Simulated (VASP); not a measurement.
# CaS (Oldhamite) (Fm-3m) in VASP: further runs, part 2 of 2

VASP 6.6.1. The steps go on from the part before.

### 3 Single point, r2SCAN (volume changed by +3%)

Contents of POSCAR:

```
CaS
1.0
    0.0000000000      2.8761349617      2.8761349617
    2.8761349617      0.0000000000      2.8761349617
    2.8761349617      2.8761349617      0.0000000000
Ca S
1 1
Direct
    0.0000000000      0.0000000000      0.0000000000
    0.5000000000      0.5000000000      0.5000000000
```

Contents of INCAR.step1:

```
PREC = Accurate
ENCUT = 550
ISMEAR = 0
SIGMA = 0.01
LREAL = F
LASPH = T
NELM = 120
NBANDS = 15
GGA = PE
ALGO = Normal
EDIFF = 1E-5
LWAVE = T
LCHARG = F
GGA_COMPAT = F
```

Contents of INCAR.step2:

```
PREC = Accurate
ENCUT = 550
EDIFF = 1E-6
ISMEAR = 0
SIGMA = 0.01
LREAL = F
LASPH = T
NELM = 120
ALGO = Normal
ISIF = 2
LWAVE = F
LCHARG = F
METAGGA = R2SCAN
LMIXTAU = T
NBANDS = 15
ISTART = 1
GGA_COMPAT = F
```

Contents of KPOINTS:

```
regular mesh
0
Gamma
  6 6 6
```

Potentials or basis: VASP PAW PBE potentials, release 64 (Ca_sv, S).

Launch:

```sh
> cat potpaw_PBE.64/Ca_sv/POTCAR potpaw_PBE.64/S/POTCAR > POTCAR
> cp INCAR.step1 INCAR
> mpirun -np 1 vasp_std > vasp.out
> cp INCAR.step2 INCAR
> mpirun -np 1 vasp_std > vasp.out
```

OUTCAR:

```text
PREC = Accurate
   ENCUT = 550
   EDIFF = 1E-6
   ISMEAR = 0
   LREAL = F
   LASPH = T
   NELM = 120
   ISIF = 2
   METAGGA = R2SCAN
   ISTART = 1

 ion  position               nearest neighbor table
   1  0.000  0.000  0.000-   2 2.88   2 2.88   2 2.88   2 2.88   2 2.88   2 2.88
   2  0.500  0.500  0.500-   1 2.88   1 2.88   1 2.88   1 2.88   1 2.88   1 2.88

  LATTYP: Found a face centered cubic cell.
 ALAT       =     5.7522699234

  Lattice vectors:

 A1 = (   0.0000000000,   2.8761349617,   2.8761349617)
 A2 = (   2.8761349617,   0.0000000000,   2.8761349617)
 A3 = (   2.8761349617,   2.8761349617,   0.0000000000)

Analysis of symmetry for initial positions (statically):
=====================================================================
 Subroutine PRICEL returns:
 Original cell was already a primitive cell.

 Routine SETGRP: Setting up the symmetry group for a
 face centered cubic supercell.

 Subroutine GETGRP returns: Found 48 space group operations
 (whereof 48 operations were pure point group operations)
 out of a pool of 48 trial point group operations.

The static configuration has the point symmetry O_h .

Analysis of symmetry for dynamics (positions and initial velocities):
=====================================================================
 Subroutine PRICEL returns:
 Original cell was already a primitive cell.

 Routine SETGRP: Setting up the symmetry group for a
 face centered cubic supercell.

 Subroutine GETGRP returns: Found 48 space group operations
 (whereof 48 operations were pure point group operations)
 out of a pool of 48 trial point group operations.

The dynamic configuration has the point symmetry O_h .

 Subroutine INISYM returns: Found 48 space group operations
 (whereof 48 operations are pure point group operations),
 and found     1 'primitive' translations

----------------------------------------------------------------------------------------

                                     Primitive cell

  volume of cell :      47.5837

  direct lattice vectors                    reciprocal lattice vectors
     0.000000000  2.876134962  2.876134962    -0.173844415  0.173844415  0.173844415
     2.876134962  0.000000000  2.876134962     0.173844415 -0.173844415  0.173844415
     2.876134962  2.876134962  0.000000000     0.173844415  0.173844415 -0.173844415

  length of vectors
     4.067469070  4.067469070  4.067469070     0.301107359  0.301107359  0.301107359

  position of ions in fractional coordinates (direct lattice)
     0.000000000  0.000000000  0.000000000
     0.500000000  0.500000000  0.500000000

  ion indices of the primitive-cell ions
   primitive index   ion index
                 1           1
                 2           2

----------------------------------------------------------------------------------------

 KPOINTS: regular mesh

Automatic generation of k-mesh.
 Grid dimensions read from file:
 generate k-points for:    6    6    6

 Generating k-lattice:

  Cartesian coordinates                     Fractional coordinates (reciprocal lattice)
[... 21 lines left out ...]
  0.166667  0.166667  0.000000      6.000000
  0.333333  0.166667  0.000000     24.000000
[... 8 lines left out ...]
 -0.333333  0.333333  0.166667     24.000000
 -0.333333  0.500000  0.166667     12.000000
   k-points           NKPTS =     16   k-points in BZ     NKDIM =     16   number of bands    NBANDS=     15
   number of dos      NEDOS =    301   number of ions     NIONS =      2
   total plane-waves  NPLWV =  32768
   dimension x,y,z NGX =    32 NGY =   32 NGZ =   32
   dimension x,y,z NGXF=    64 NGYF=   64 NGZF=   64
   ions per type =               1   1
   NGX,Y,Z   is equivalent  to a cutoff of  13.08, 13.08, 13.08 a.u.
   NGXF,Y,Z  is equivalent  to a cutoff of  26.16, 26.16, 26.16 a.u.
 SYSTEM =  unknown system
   PREC   = accura    normal or accurate (medium, high low for compatibility)
   ISTART =      1    job   : 0-new  1-cont  2-samecut
   ICHARG =      0    charge: 1-file 2-atom 10-const
   ISPIN  =      1    spin polarized calculation?
   LNONCOLLINEAR =      F non collinear calculations
   LSORBIT =      F    spin-orbit coupling
   LASPH  =      T    aspherical Exc in radial PAW
   ENCUT  =  550.0 eV  40.42 Ry    6.36 a.u.   7.78  7.78  7.78*2*pi/ulx,y,z
   NELM   =    120;   NELMIN=  2; NELMDL=  0     # of ELM steps
   EDIFF  = 0.1E-05   stopping-criterion for ELM
   LREAL  =      F    real-space projection
   EDIFFG = 0.1E-04   stopping-criterion for IOM
   NSW    =      0    number of steps for IOM
   IBRION =     -1    ionic relax: 0-MD 1-quasi-New 2-CG
   NFREE  =      0    steps in history (QN), initial steepest desc. (CG)
   ISIF   =      2    stress and relaxation
   ISYM   =      2    0-nonsym 1-usesym 2-fastsym
   POTIM  = 0.5000    time-step for ionic-motion
   TEBEG  =    0.0;   TEEND  =   0.0 temperature during run
   PSTRESS=    0.0 pullay stress
   NELECT =      16.0000    total number of electrons
   NUPDOWN=      -1.0000    fix difference up-down
   EMIN   =  10.00;   EMAX   =-10.00  energy-range for DOS
   EFERMI =   0.00;   METHOD = LEGACY
   ISMEAR =     0;   SIGMA  =   0.01  broadening in eV -4-tet -1-fermi 0-gaus
   EFERMI_NEDOS =   21; number of points for ismear=-14 and -15
   IALGO  =     38    algorithm
   IMIX   =      4    mixing-type and parameters
     AMIX     =   0.40;   BMIX     =  1.00
     AMIX_MAG =   1.60;   BMIX_MAG =  1.00
  volume/ion in A,a.u.               =      23.79       160.56
  Fermi-wavevector in a.u.,A,eV,Ry     =   1.138402  2.151267 17.632587  1.295959
  Thomas-Fermi vector in A             =   2.275106
   LORBIT       =      0    0 simple, 1 ext, 2 COOP (PROOUT), +10 PAW based schemes
   METAGGA = R2SCAN    functional components
   LHFCALC =     F    Hartree Fock is set to
   AEXX    =    0.0000 exact exchange contribution
   IVDW    =     0    specifies the selected vdW correction
   LEPSILON=     F    determine dielectric tensor
   LRPA    =     F    only Hartree local field effects (RPA)
 non-spin polarized calculation
 Gauss-broadening in eV      SIGMA  =   0.01
  energy-cutoff  :      550.00
  volume of cell :       47.58
 maximum number of plane-waves:      1411
   NGX = 15   NGY = 15   NGZ = 15

 number of electron      16.0000001 magnetization

 Free energy of the ion-electron system (eV)
  ---------------------------------------------------
  ext. energy  EPLUGINS =         0.00000000
  ---------------------------------------------------
  free energy    TOTEN  =       -19.93712231 eV

  energy without entropy =      -19.93712231  energy(sigma->0) =      -19.93712231

 E-fermi :   2.3502     XC(G=0):  -9.6455

 val. band max:        2.2786438797   @ k =   0.0000   0.0000   0.0000
 cond. band min:       5.1474788427   @ k =   0.5000   0.5000   0.0000
 fundamental gap:      2.8688349630
 Fermi energy:         2.3501684136

 k-point     1 :       0.0000    0.0000    0.0000
  band No.  band energies     occupation
      1     -38.5503      2.00000
      2     -18.6459      2.00000
      3     -18.6459      2.00000
      4     -18.6459      2.00000
      5      -9.4167      2.00000
      6       2.2786      2.00000
      7       2.2786      2.00000
      8       2.2786      2.00000
      9       6.9540      0.00000
     10       6.9540      0.00000
     11       6.9540      0.00000
     12       7.0048      0.00000
     13       7.5668      0.00000
     14       7.5668      0.00000
[... 257 lines left out ...]
      2     -18.7366      2.00000
      3     -18.7046      2.00000
      4     -18.6956      2.00000
      5      -8.7298      2.00000
      6       0.2533      2.00000
      7       0.9105      2.00000
      8       0.9427      2.00000
      9       6.4399      0.00000
     10       8.6932      0.00000
     11       8.7264      0.00000
     12       9.3303      0.00000
     13       9.5726      0.00000
     14      10.6852      0.00000
     15      12.8294      0.00000

------------------------ aborting loop because EDIFF is reached ----------------------------------------

  FORCE on cell =-STRESS in cart. coord.  units (eV):
  Direction    XX          YY          ZZ          XY          YZ          ZX
  --------------------------------------------------------------------------------------
  -------------------------------------------------------------------------------------
  Total       -0.4269725     -0.4269725     -0.4269725      0.0000000      0.0000000     -0.0000000
  in kB      -14.3764858    -14.3764858    -14.3764858      0.0000000      0.0000000     -0.0000000
  external PRESSURE =     -14.3764858 kB  Pullay stress =       0.0000000 kB

 VOLUME and BASIS-vectors are now :
 -----------------------------------------------------------------------------
  energy-cutoff  :      550.00
  volume of cell :       47.58
      direct lattice vectors                 reciprocal lattice vectors
     0.000000000  2.876134962  2.876134962    -0.173844415  0.173844415  0.173844415
     2.876134962  0.000000000  2.876134962     0.173844415 -0.173844415  0.173844415
     2.876134962  2.876134962  0.000000000     0.173844415  0.173844415 -0.173844415

 POSITION                                       TOTAL-FORCE (eV/Angst)
 -----------------------------------------------------------------------------------
      0.00000      0.00000      0.00000        -0.000000      0.000000      0.000000
      2.87613      2.87613      2.87613         0.000000      0.000000      0.000000
 -----------------------------------------------------------------------------------
    total drift:                                0.000000     -0.000000     -0.000000

  FREE ENERGIE OF THE ION-ELECTRON SYSTEM (eV)
  ---------------------------------------------------
  free  energy   TOTEN  =       -19.9371223057 eV

  energy  without entropy=      -19.9371223057  energy(sigma->0) =      -19.93712231
```

It used 45 s of CPU time on 1 thread of Intel Xeon 6975P-C, with other jobs on the host.

Results:

| Property | Result |
| --- | --- |
| Free energy | -19.9371 eV |
| Pressure | -1.4 GPa |
| Band gap on the k mesh | 2.87 eV, indirect (least direct gap 3.67 eV) |

Levels at points of the mesh, in eV from the valence-band top:
```csv
k point,band 5,band 6,band 7,band 8,band 9,band 10,band 11,band 12
"(0.00, 0.00, 0.00)",-11.70,0.00,0.00,0.00,4.68,4.68,4.68,4.73
"(0.50, 0.00, 0.00)",-10.93,-3.00,-1.10,-1.10,5.72,6.58,6.72,6.72
"(0.50, 0.50, 0.00)",-11.09,-2.25,-0.80,-0.80,2.87,6.13,6.62,7.29
```

Caveat: the PAW data sets were made with another functional, which shifts forces and pressure a little. A k mesh can miss the band edges.

### 4 Single point, r2SCAN (volume changed by +6%)

Contents of POSCAR:

```
CaS
1.0
    0.0000000000      2.9037918022      2.9037918022
    2.9037918022      0.0000000000      2.9037918022
    2.9037918022      2.9037918022      0.0000000000
Ca S
1 1
Direct
    0.0000000000      0.0000000000      0.0000000000
    0.5000000000      0.5000000000      0.5000000000
```

Contents of INCAR.step1:

```
SYSTEM = CaS
PREC = Accurate
ENCUT = 550
ISMEAR = 0
SIGMA = 0.01
LREAL = .False.
LASPH = .True.
NELM = 120
NBANDS = 15
GGA = PE
ALGO = Normal
EDIFF = 1E-5
LWAVE = .True.
LCHARG = .False.
GGA_COMPAT = .False.
```

Contents of INCAR.step2:

```
SYSTEM = CaS
PREC = Accurate
ENCUT = 550
EDIFF = 1E-6
ISMEAR = 0
SIGMA = 0.01
LREAL = .False.
LASPH = .True.
NELM = 120
ALGO = Normal
ISIF = 2
LWAVE = .False.
LCHARG = .False.
METAGGA = R2SCAN
LMIXTAU = .True.
NBANDS = 15
ISTART = 1
GGA_COMPAT = .False.
```

Contents of KPOINTS:

```
Automatic mesh
0
Gamma
  6 6 6
  0 0 0
```

Potentials or basis: VASP PAW PBE potentials, release 64 (Ca_sv, S).

Launch:

```sh
> cat potpaw_PBE.64/Ca_sv/POTCAR potpaw_PBE.64/S/POTCAR > POTCAR
> cp INCAR.step1 INCAR
> mpirun -np 1 vasp_std > vasp.out
> cp INCAR.step2 INCAR
> mpirun -np 1 vasp_std > vasp.out
```

OUTCAR:

```text
SYSTEM = CaS
   PREC = Accurate
   ENCUT = 550
   EDIFF = 1E-6
   ISMEAR = 0
   LREAL = .False.
   LASPH = .True.
   NELM = 120
   ISIF = 2
   METAGGA = R2SCAN
   ISTART = 1

 ion  position               nearest neighbor table
   1  0.000  0.000  0.000-   2 2.90   2 2.90   2 2.90   2 2.90   2 2.90   2 2.90
   2  0.500  0.500  0.500-   1 2.90   1 2.90   1 2.90   1 2.90   1 2.90   1 2.90

  LATTYP: Found a face centered cubic cell.
 ALAT       =     5.8075836044

  Lattice vectors:

[... 465 lines left out ...]

  FORCE on cell =-STRESS in cart. coord.  units (eV):
  Direction    XX          YY          ZZ          XY          YZ          ZX
  --------------------------------------------------------------------------------------
  -------------------------------------------------------------------------------------
  Total       -0.8960052     -0.8960052     -0.8960052      0.0000000     -0.0000000      0.0000000
  in kB      -29.3153250    -29.3153250    -29.3153250      0.0000000     -0.0000000      0.0000000
  external PRESSURE =     -29.3153250 kB  Pullay stress =       0.0000000 kB

 VOLUME and BASIS-vectors are now :
 -----------------------------------------------------------------------------
  energy-cutoff  :      550.00
  volume of cell :       48.97
      direct lattice vectors                 reciprocal lattice vectors
     0.000000000  2.903791802  2.903791802    -0.172188653  0.172188653  0.172188653
     2.903791802  0.000000000  2.903791802     0.172188653 -0.172188653  0.172188653
     2.903791802  2.903791802  0.000000000     0.172188653  0.172188653 -0.172188653

 POSITION                                       TOTAL-FORCE (eV/Angst)
 -----------------------------------------------------------------------------------
      0.00000      0.00000      0.00000         0.000000      0.000000      0.000000
      2.90379      2.90379      2.90379        -0.000000     -0.000000     -0.000000
 -----------------------------------------------------------------------------------
    total drift:                                0.000000     -0.000000     -0.000000

  FREE ENERGIE OF THE ION-ELECTRON SYSTEM (eV)
  ---------------------------------------------------
  free  energy   TOTEN  =       -19.9184823541 eV

  energy  without entropy=      -19.9184823541  energy(sigma->0) =      -19.91848235
```

OUTCAR.step1:

```text
SYSTEM = CaS
   PREC = Accurate
   ENCUT = 550
   ISMEAR = 0
   LREAL = .False.
   LASPH = .True.
[... 498 lines left out ...]
      0.00000      0.00000      0.00000         0.000000     -0.000000     -0.000000
      2.90379      2.90379      2.90379        -0.000000      0.000000      0.000000
 -----------------------------------------------------------------------------------
    total drift:                                0.000000     -0.000000     -0.000000

  FREE ENERGIE OF THE ION-ELECTRON SYSTEM (eV)
  ---------------------------------------------------
  free  energy   TOTEN  =       -10.3478729418 eV

  energy  without entropy=      -10.3478729418  energy(sigma->0) =      -10.34787294
```

OSZICAR.step1:

```text
N       E                     dE             d eps       ncg     rms          rms(c)
DAV:   1     0.108363897370E+03    0.10836E+03   -0.80075E+03   480   0.105E+03
DAV:   2    -0.541149174711E+01   -0.11378E+03   -0.10765E+03   592   0.247E+02
DAV:   3    -0.103789594121E+02   -0.49675E+01   -0.49262E+01   664   0.491E+01
DAV:   4    -0.106172684480E+02   -0.23831E+00   -0.23820E+00   692   0.923E+00
DAV:   5    -0.106192176670E+02   -0.19492E-02   -0.19491E-02   643   0.889E-01    0.499E+00
DAV:   6    -0.103443732007E+02    0.27484E+00   -0.44081E-01   571   0.337E+00    0.329E+00
DAV:   7    -0.103401819680E+02    0.41912E-02   -0.11134E-01   624   0.204E+00    0.178E+00
DAV:   8    -0.103480130271E+02   -0.78311E-02   -0.20626E-02   536   0.117E+00    0.346E-01
DAV:   9    -0.103475185683E+02    0.49446E-03   -0.10981E-03   606   0.303E-01    0.994E-02
DAV:  10    -0.103478262360E+02   -0.30767E-03   -0.34921E-04   621   0.131E-01    0.305E-02
DAV:  11    -0.103478728515E+02   -0.46616E-04   -0.88828E-05   529   0.726E-02    0.241E-02
DAV:  12    -0.103478729418E+02   -0.90228E-07   -0.60981E-06   408   0.179E-02
   1 F= -.10347873E+02 E0= -.10347873E+02  d E =-.110398E-59
```

It took 70 s on 1 thread of Intel Xeon 6975P-C, shared host; peak memory 0.19 GiB.

Results:

| Item | Value |
| --- | --- |
| Free energy | -19.9185 eV |
| Pressure | -2.9 GPa |
| Band gap on the k mesh | 2.93 eV, indirect (least direct gap 3.71 eV) |

Levels at points of the mesh, in eV from the valence-band top:
| k point | band 4 | band 5 | band 6 | band 7 | band 8 | band 9 | band 10 | band 11 | band 12 | band 13 |
| --- | --- | --- | --- | --- | --- | --- | --- | --- | --- | --- |
| (0.00, 0.00, 0.00) | -21.03 | -11.60 | 0.00 | 0.00 | 0.00 | 4.54 | 4.67 | 4.67 | 4.67 | 5.26 |
| (0.50, 0.00, 0.00) | -21.04 | -10.89 | -2.90 | -1.04 | -1.04 | 5.66 | 6.48 | 6.62 | 6.62 | 8.44 |
| (0.50, 0.50, 0.00) | -21.07 | -11.03 | -2.19 | -0.78 | -0.78 | 2.93 | 6.07 | 6.47 | 7.15 | 7.17 |

Caveat: the PAW data sets were made with another functional, which shifts forces and pressure a little.

### 5 Single point, r2SCAN

Contents of POSCAR:

```
CaS
1.0
    0.0000000000      2.8479357442      2.8479357442
    2.8479357442      0.0000000000      2.8479357442
    2.8479357442      2.8479357442      0.0000000000
Ca S
1 1
Direct
    0.0000000000      0.0000000000      0.0000000000
    0.5000000000      0.5000000000      0.5000000000
```

Contents of INCAR.step1:

```
ALGO     = Normal         # electronic algorithm
EDIFF    = 1E-5           # SCF threshold, eV
ENCUT    = 550            # plane-wave cutoff, eV
GGA      = PE             # functional
GGA_COMPAT= False        
ISMEAR   = 0              # smearing method
LASPH    = True           # aspherical terms in the spheres
LCHARG   = False          # write CHGCAR
LREAL    = False          # projectors in reciprocal space
LWAVE    = True           # write WAVECAR
NBANDS   = 15             # bands
NELM     = 120            # most SCF steps
PREC     = Accurate       # precision mode
SIGMA    = 0.01           # smearing width, eV
```

Contents of INCAR.step2:

```
ALGO     = Normal         # electronic algorithm
EDIFF    = 1E-6           # SCF threshold, eV
ENCUT    = 550            # plane-wave cutoff, eV
GGA_COMPAT= False        
ISIF     = 2              # what is computed and relaxed
ISMEAR   = 0              # smearing method
ISTART   = 1            
LASPH    = True           # aspherical terms in the spheres
LCHARG   = True           # write CHGCAR
LELF     = True           # ELF
LMIXTAU  = True         
LREAL    = False          # projectors in reciprocal space
LVHAR    = True         
LWAVE    = False          # write WAVECAR
METAGGA  = R2SCAN         # meta-GGA
NBANDS   = 15             # bands
NELM     = 120            # most SCF steps
PREC     = Accurate       # precision mode
SIGMA    = 0.01           # smearing width, eV
```

Contents of KPOINTS:

```
k-points
0
Gamma
  8 8 8
```

Launch:

```sh
> cat potpaw_PBE.64/Ca_sv/POTCAR potpaw_PBE.64/S/POTCAR > POTCAR
> cp INCAR.step1 INCAR
> mpirun -np 1 vasp_std > vasp.out
> cp INCAR.step2 INCAR
> mpirun -np 1 vasp_std > vasp.out
```

Run time: 1.7 min. Hardware: 1 thread of Intel Xeon 6975P-C, shared host; peak memory 0.19 GiB.

The run converged. Its results:

* Free energy: -19.9421 eV
* Pressure: 0.3 GPa
* Band gap on the k mesh: 2.80 eV, indirect (least direct gap 3.63 eV)

Levels at points of the mesh, in eV from the valence-band top:
```
           k point  band 4  band 5  band 6  band 7  band 8  band 9  band 10  band 11  band 12  band 13
(0.00, 0.00, 0.00)  -20.82  -11.79    0.00    0.00    0.00    4.67     4.67     4.67     4.92     5.31
(0.50, 0.00, 0.00)  -20.83  -10.96   -3.10   -1.16   -1.16    5.79     6.68     6.82     6.82     8.82
(0.50, 0.50, 0.00)  -20.87  -11.15   -2.31   -0.83   -0.83    2.80     6.18     6.77     7.41     7.41
```

Caveat: the PAW data sets were made with another functional, which shifts forces and pressure a little. A k mesh can miss the band edges.

### 6 Summary

| cell | k mesh | gap on the mesh (eV) | pressure (GPa) |
| --- | --- | --- | --- |
| a = 4.028 Å, angles 60.0°, 2 atoms | 6 × 6 × 6 | 2.80 | 0.3 |
| a = 4.067 Å, angles 60.0°, 2 atoms | 6 × 6 × 6 | 2.87 | -1.4 |
| a = 4.107 Å, angles 60.0°, 2 atoms | 6 × 6 × 6 | 2.93 | -2.9 |
| a = 4.028 Å, angles 60.0°, 2 atoms | 8 × 8 × 8 | 2.80 | 0.3 |

Alike in all rows: task single point; level r2SCAN; potentials or basis VASP PAW PBE potentials, release 64 (Ca_sv, S); no spin polarisation; cutoff (eV) 550; smearing gaussian 0.01 eV.

Caveats: the PAW data sets were made with another functional, which shifts forces and pressure a little.

Absolute energies hang on the potentials; compare differences alone.
